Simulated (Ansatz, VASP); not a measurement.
Mg: VASP beside Ansatz

```
Mg
1.0
    -1.79275    1.79275    1.70487
     1.79275   -1.79275    1.70487
     1.79275    1.79275   -1.70487
Mg
1
Cartesian
  0.0000 0.0000 0.0000
```

Alike in both runs: task single point; functional PBE; k mesh 18 × 18 × 18; occupations gaussian, width 0.15 eV; no spin polarisation.

|  | VASP | Ansatz |
| --- | --- | --- |
| version | VASP 6.6.1 | Ansatz 0.2.0 |
| potentials or method | VASP PAW PBE potentials, release 64 (Mg), cutoff 520 eV | scalar-relativistic, plane waves, PAW |
| valence electrons in the cell | 2 | 10 |

Ansatz gave:

| Property | Result |
| --- | --- |
| gap on the k mesh at the Fermi level (eV) | none |
| pressure (GPa) | 1.7 |
| traceless stress, the component that is largest in VASP (GPa) | 0.20 |

Which values does VASP return?

gap on the k mesh at the Fermi level (eV): none; pressure (GPa): 1.6; traceless stress, the component that is largest in VASP (GPa): 0.20.

A gap of «none» marks a metal or a gap that the smearing closes. VASP's potentials hold 2 valence electrons a cell and Ansatz's 10, so a difference there can come from the potentials and not from the codes.
